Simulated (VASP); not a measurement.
# Be2S3 (P1) in VASP: relaxation of cell and atoms with PBE

Aim: the relaxation of cell and atoms of Be2S3 with PBE.

All numbers are computed with VASP 6.6.1; they aren't measurements. Logs are shortened: lines on timing, memory, paths and dates and some standing lists are left out, and cuts for length are marked.

## Step 1: The cell of the first run

The typed cell holds 10 atoms: a = 3.564 Å, b = 6.646 Å, c = 7.063 Å, α = 91.36°, β = 97.92°, γ = 93.33°.

## Step 2: Relaxation of cell and atoms, PBE

INCAR reads:

```
SYSTEM = Be2S3
  PREC = Accurate
  ENCUT = 600
  EDIFF = 1E-6
  ISMEAR = 0
  SIGMA = 0.1
  LREAL = .FALSE.
  LASPH = .TRUE.
  NELM = 80
  ALGO = Normal
  ISIF = 3
  LWAVE = .FALSE.
  LCHARG = .FALSE.
  GGA = PE
  IBRION = 2
  NSW = 80
  EDIFFG = -0.025
```

KPOINTS reads:

```
Automatic mesh
0
G
  4 2 2
  0 0 0
```

POSCAR reads:

```
Be2S3
1.0
    2.3412487572      2.6861458040     -0.0417096127
   -0.3809658686     -0.0766204535      6.6347915350
    4.6349837510     -5.3296954075      0.0368387465
Be S
4 6
Direct
    0.9234467889      0.8235702324      0.2468677084
    0.9679386883      0.7953293679      0.7731005164
    0.5094716587      0.2120349933      0.0306679280
    0.5471573662      0.2089761209      0.5321298270
    0.4342581796      0.6241946211      0.1656621429
    0.4295632732      0.6266707799      0.6811035479
    0.5768107389      0.3491672542      0.3167478072
    0.6421200918      0.3671289839      0.7623800191
    0.9886926421     -0.0047875907     -0.0129511838
    0.9805405724     -0.0022847630      0.5042916868
```

Potentials or basis: VASP PAW PBE potentials, release 64 (Be, S).

On the command line:

```bash
> cat potpaw_PBE.64/Be/POTCAR potpaw_PBE.64/S/POTCAR > POTCAR
> mpirun -np 1 vasp_std > vasp.out
```

OUTCAR:

```text
SYSTEM = Be2S3
   PREC = Accurate
   ENCUT = 600
   EDIFF = 1E-6
   ISMEAR = 0
   LREAL = .FALSE.
   LASPH = .TRUE.
   NELM = 80
   ISIF = 3
   GGA = PE
   IBRION = 2
   NSW = 80
   EDIFFG = -0.025

 ion  position               nearest neighbor table
   1  0.923  0.824  0.247-  10 2.11   5 2.13   9 2.22   5 2.44
   2  0.968  0.795  0.773-   9 1.98   6 2.18   6 2.20  10 2.36
   3  0.509  0.212  0.031-   7 2.17   9 2.26   8 2.27   9 2.34
   4  0.547  0.209  0.532-   7 1.81   8 1.89  10 2.17  10 2.37
   5  0.434  0.624  0.166-   1 2.13   7 2.19   1 2.44
   6  0.430  0.627  0.681-   8 1.99   2 2.18   2 2.20
   7  0.577  0.349  0.317-   4 1.81   3 2.17   5 2.19
   8  0.642  0.367  0.762-   4 1.89   6 1.99   3 2.27
   9  0.989  0.995  0.987-   2 1.98   1 2.22   3 2.26   3 2.34
  10  0.981  0.998  0.504-   1 2.11   4 2.17   2 2.36   4 2.37

  LATTYP: Found a triclinic cell.
 ALAT       =     3.5635045552
 B/A-ratio  =     2.3398121968
 C/A-ratio  =     1.8650633179
 COS(alpha) =     0.0047188216
 COS(beta)  =     0.0580352050
 COS(gamma) =     0.5440445157

  Lattice vectors:

 A1 = (  -2.3412487572,  -2.6861458040,   0.0417096127)
 A2 = (   2.2937349938,  -8.0158412115,   0.0785483592)
 A3 = (  -0.3809658686,  -0.0766204535,   6.6347915350)

Analysis of symmetry for initial positions (statically):
=====================================================================
 Subroutine PRICEL returns:
 Original cell was already a primitive cell.

 Routine SETGRP: Setting up the symmetry group for a
 triclinic supercell.

 Subroutine GETGRP returns: Found  1 space group operations
 (whereof  1 operations were pure point group operations)
 out of a pool of  2 trial point group operations.

The static configuration has the point symmetry C_1 .

Analysis of symmetry for dynamics (positions and initial velocities):
=====================================================================
 Subroutine PRICEL returns:
 Original cell was already a primitive cell.

 Routine SETGRP: Setting up the symmetry group for a
 triclinic supercell.

 Subroutine GETGRP returns: Found  1 space group operations
 (whereof  1 operations were pure point group operations)
 out of a pool of  2 trial point group operations.

The dynamic configuration has the point symmetry C_1 .

 Subroutine INISYM returns: Found  1 space group operations
 (whereof  1 operations are pure point group operations),
 and found     1 'primitive' translations

----------------------------------------------------------------------------------------

                                     Primitive cell

  volume of cell :     165.3262

  direct lattice vectors                    reciprocal lattice vectors
     2.341248757  2.686145804 -0.041709613     0.213871666  0.186093798  0.014429451
    -0.380965869 -0.076620454  6.634791535     0.000746072  0.001691033  0.150783004
     4.634983751 -5.329695408  0.036838746     0.107779764 -0.093861742  0.005104709

  length of vectors
     3.563504555  6.646161629  7.063291343     0.283866518  0.150794331  0.143012455

  position of ions in fractional coordinates (direct lattice)
     0.923446789  0.823570232  0.246867708
     0.967938688  0.795329368  0.773100516
     0.509471659  0.212034993  0.030667928
     0.547157366  0.208976121  0.532129827
     0.434258180  0.624194621  0.165662143
     0.429563273  0.626670780  0.681103548
     0.576810739  0.349167254  0.316747807
     0.642120092  0.367128984  0.762380019
     0.988692642  0.995212409  0.987048816
     0.980540572  0.997715237  0.504291687

  ion indices of the primitive-cell ions
   primitive index   ion index
                 1           1
                 2           2
                 3           3
                 4           4
                 5           5
                 6           6
                 7           7
                 8           8
                 9           9
                10          10

----------------------------------------------------------------------------------------

 KPOINTS: Automatic mesh

Automatic generation of k-mesh.
 Grid dimensions read from file:
 generate k-points for:    4    2    2

 Generating k-lattice:

  Cartesian coordinates                     Fractional coordinates (reciprocal lattice)
     0.053467917  0.046523449  0.003607363     0.250000000  0.000000000  0.000000000
     0.000373036  0.000845516  0.075391502     0.000000000  0.500000000 -0.000000000
     0.053889882 -0.046930871  0.002552355     0.000000000  0.000000000  0.500000000

  Length of vectors
     0.070966630  0.075397166  0.071506227

  Shift w.r.t. Gamma in fractional coordinates (k-lattice)
     0.000000000  0.000000000  0.000000000

 Subroutine IBZKPT returns following result:
 ===========================================

 Found     12 irreducible k-points:

 Following reciprocal coordinates:
            Coordinates               Weight
  0.000000  0.000000  0.000000      1.000000
  0.250000  0.000000 -0.000000      2.000000
  0.500000  0.000000 -0.000000      1.000000
 -0.000000  0.500000 -0.000000      1.000000
  0.250000  0.500000 -0.000000      2.000000
  0.500000  0.500000 -0.000000      1.000000
  0.000000  0.000000  0.500000      1.000000
  0.250000  0.000000  0.500000      2.000000
  0.500000  0.000000  0.500000      1.000000
  0.000000  0.500000  0.500000      1.000000
  0.250000  0.500000  0.500000      2.000000
  0.500000  0.500000  0.500000      1.000000
   k-points           NKPTS =     12   k-points in BZ     NKDIM =     12   number of bands    NBANDS=     28
   number of dos      NEDOS =    301   number of ions     NIONS =     10
   total plane-waves  NPLWV =  84672
   dimension x,y,z NGX =    28 NGY =   54 NGZ =   56
   dimension x,y,z NGXF=    56 NGYF=  108 NGZF=  112
   ions per type =               4   6
   NGX,Y,Z   is equivalent  to a cutoff of  13.06, 13.51, 13.18 a.u.
   NGXF,Y,Z  is equivalent  to a cutoff of  26.13, 27.01, 26.36 a.u.
 SYSTEM =  Be2S3
   PREC   = accura    normal or accurate (medium, high low for compatibility)
   ISTART =      0    job   : 0-new  1-cont  2-samecut
   ICHARG =      2    charge: 1-file 2-atom 10-const
   ISPIN  =      1    spin polarized calculation?
   LNONCOLLINEAR =      F non collinear calculations
   LSORBIT =      F    spin-orbit coupling
   LASPH  =      T    aspherical Exc in radial PAW
   ENCUT  =  600.0 eV  44.10 Ry    6.64 a.u.   7.12 13.27 14.11*2*pi/ulx,y,z
   NELM   =     80;   NELMIN=  2; NELMDL= -5     # of ELM steps
   EDIFF  = 0.1E-05   stopping-criterion for ELM
   LREAL  =      F    real-space projection
   EDIFFG = -.3E-01   stopping-criterion for IOM
   NSW    =     80    number of steps for IOM
   IBRION =      2    ionic relax: 0-MD 1-quasi-New 2-CG
   NFREE  =      1    steps in history (QN), initial steepest desc. (CG)
   ISIF   =      3    stress and relaxation
   ISYM   =      2    0-nonsym 1-usesym 2-fastsym
   POTIM  = 0.5000    time-step for ionic-motion
   TEBEG  =    0.0;   TEEND  =   0.0 temperature during run
   PSTRESS=    0.0 pullay stress
   NELECT =      44.0000    total number of electrons
   NUPDOWN=      -1.0000    fix difference up-down
   EMIN   =  10.00;   EMAX   =-10.00  energy-range for DOS
   EFERMI =   0.00;   METHOD = LEGACY
   ISMEAR =     0;   SIGMA  =   0.10  broadening in eV -4-tet -1-fermi 0-gaus
   EFERMI_NEDOS =   21; number of points for ismear=-14 and -15
   IALGO  =     38    algorithm
   IMIX   =      4    mixing-type and parameters
     AMIX     =   0.40;   BMIX     =  1.00
     AMIX_MAG =   1.60;   BMIX_MAG =  1.00
  volume/ion in A,a.u.               =      16.53       111.57
  Fermi-wavevector in a.u.,A,eV,Ry     =   1.053041  1.989958 15.087427  1.108895
  Thomas-Fermi vector in A             =   2.188147
   LORBIT       =      0    0 simple, 1 ext, 2 COOP (PROOUT), +10 PAW based schemes
   GGA     = PE    functional components
   LHFCALC =     F    Hartree Fock is set to
   AEXX    =    0.0000 exact exchange contribution
   IVDW    =     0    specifies the selected vdW correction
   LEPSILON=     F    determine dielectric tensor
   LRPA    =     F    only Hartree local field effects (RPA)
 conjugate gradient relaxation of ions
 non-spin polarized calculation
 Gauss-broadening in eV      SIGMA  =   0.10
  energy-cutoff  :      600.00
  volume of cell :      165.33
 maximum number of plane-waves:      5560
   NGX = 15   NGY = 27   NGZ = 29

--------------------------------------- Ionic step        1  -------------------------------------------

 number of electron      43.9999997 magnetization

 Free energy of the ion-electron system (eV)
  ---------------------------------------------------
  ext. energy  EPLUGINS =         0.00000000
  ---------------------------------------------------
  free energy    TOTEN  =       -44.37904779 eV

  energy without entropy =      -44.37904779  energy(sigma->0) =      -44.37904779

------------------------ aborting loop because EDIFF is reached ----------------------------------------

  FORCE on cell =-STRESS in cart. coord.  units (eV):
  Direction    XX          YY          ZZ          XY          YZ          ZX
  --------------------------------------------------------------------------------------
  -------------------------------------------------------------------------------------
  Total        0.8915085     -1.0382655     -0.3199387     -3.2364241      1.2543748     -0.8816446
  in kB        8.6396139    -10.0618369     -3.1005278    -31.3642027     12.1561529     -8.5440222
  external PRESSURE =      -1.5075836 kB  Pullay stress =       0.0000000 kB
[... 113 lines left out ...]
  FREE ENERGIE OF THE ION-ELECTRON SYSTEM (eV)
  ---------------------------------------------------
  free  energy   TOTEN  =       -45.7615810815 eV

  energy  without entropy=      -45.7615810815  energy(sigma->0) =      -45.76158108

[... ionic steps 4 to 17 ...]

--------------------------------------- Ionic step       18  -------------------------------------------

 number of electron      43.9999999 magnetization

------------------------ aborting loop because EDIFF is reached ----------------------------------------

  FORCE on cell =-STRESS in cart. coord.  units (eV):
  Direction    XX          YY          ZZ          XY          YZ          ZX
  --------------------------------------------------------------------------------------
  -------------------------------------------------------------------------------------
  Total       -0.0295189     -0.0543103     -0.0347577      0.0057487      0.0295544      0.0100571
  in kB       -0.2957309     -0.5441001     -0.3482155      0.0575926      0.2960867      0.1007554
  external PRESSURE =      -0.3960155 kB  Pullay stress =       0.0000000 kB
[... 73 lines left out ...]
  energy  without entropy=      -46.2235836266  energy(sigma->0) =      -46.22358363

--------------------------------------- Ionic step       20  -------------------------------------------

 number of electron      44.0000000 magnetization

 Free energy of the ion-electron system (eV)
  ---------------------------------------------------
  ext. energy  EPLUGINS =         0.00000000
  ---------------------------------------------------
  free energy    TOTEN  =       -46.22408421 eV

  energy without entropy =      -46.22408421  energy(sigma->0) =      -46.22408421

 E-fermi :   4.4422     XC(G=0):  -9.5249

 val. band max:        4.0019513785   @ k =   0.0000   0.0000   0.0000
 cond. band min:       5.4057866864   @ k =   0.5000   0.5000  -0.0000
 fundamental gap:      1.4038353079
 Fermi energy:         4.4421876301

 k-point     1 :       0.0000    0.0000    0.0000
  band No.  band energies     occupation
      1     -10.8276      2.00000
      2     -10.1753      2.00000
      3      -8.7557      2.00000
      4      -8.4771      2.00000
      5      -7.1949      2.00000
      6      -6.6648      2.00000
[... 398 lines left out ...]
  FREE ENERGIE OF THE ION-ELECTRON SYSTEM (eV)
  ---------------------------------------------------
  free  energy   TOTEN  =       -46.2240842107 eV

  energy  without entropy=      -46.2240842107  energy(sigma->0) =      -46.22408421

 reached required accuracy - stopping structural energy minimisation
```

Run time: 11 min. Hardware: 1 thread of Intel Xeon Platinum 8259CL at 2.50GHz (Skylake/Cascade Lake), shared host; peak memory 0.3 GiB.

What came out:

```
Free energy                           : -46.2241 eV
Relaxed volume                        : 16.00 Å³/atom
Relaxed cell                          : a = 3.521 Å, b = 6.493 Å, c = 7.042 Å, α = 91.92°, β = 95.77°, γ = 91.90°
Space group after relaxing (to 0.1 Å) : C2 (No. 5)
Energy gained by relaxing             : 184.5 meV/atom
Ionic steps                           : 20
Pressure after relaxing               : 0.0 GPa
Largest force after relaxing          : 0.024 eV/Å
Band gap on the k mesh                : 1.40 eV (least direct gap 1.58 eV)
```

Forces on the atoms (eV/Å):
```
Be   0.022  0.008  0.000
Be  -0.001 -0.014  0.009
Be  -0.009  0.001  0.016
Be  -0.004 -0.010 -0.011
S    0.013  0.006  0.009
S    0.008 -0.008 -0.020
S   -0.009 -0.008  0.003
S   -0.018  0.013 -0.010
S    0.011  0.000  0.004
S   -0.013  0.012  0.000
```

The path:
```csv
step,energy change (eV),largest force (eV/Å),pressure (GPa),volume (Å³)
1,0.0000,5.3818,-0.15,165.33
2,-1.3799,1.9384,-2.23,164.90
3,-1.3825,1.8321,-2.30,164.93
4,-1.6943,0.6049,-0.18,159.35
5,-1.7136,0.6056,0.70,157.60
6,-1.7813,0.3642,0.36,158.21
7,-1.7882,0.3419,0.26,158.48
8,-1.8126,0.2343,-0.24,159.37
9,-1.8131,0.2987,-0.32,159.51
10,-1.8295,0.1896,0.11,159.18
11,-1.8306,0.2298,0.26,159.07
12,-1.8387,0.0929,-0.04,159.64
13,-1.8388,0.1167,-0.09,159.73
14,-1.8415,0.0831,-0.01,159.63
15,-1.8417,0.1004,0.02,159.60
16,-1.8435,0.0508,0.06,159.61
17,-1.8437,0.0481,0.09,159.62
18,-1.8444,0.0395,-0.04,159.92
19,-1.8445,0.0459,-0.11,160.10
20,-1.8450,0.0241,-0.04,160.00
```

Final structure:
```xyz
10
Lattice="2.3610 2.6127 0.0056 -0.3385 0.0009 6.4845 4.7231 -5.2230 0.0104" Properties=species:S:1:pos:R:3 pbc="T T T"
Be    3.1284    1.1774    5.2675
Be    5.4990   -1.4218    5.2723
Be    1.2489    1.1803    1.2242
Be    3.6141   -1.4273    1.2364
S     1.6926    0.1386    4.1698
S     4.0618   -2.4626    4.1796
S     2.6860    0.1442    2.3230
S     5.0513   -2.4692    2.3307
S     2.0206    2.5766    6.4880
S     4.7247   -0.0346    0.0125
```

Caveat: the k points lie up to 0.48 Å⁻¹ apart in the final cell. A k mesh can miss the band edges.
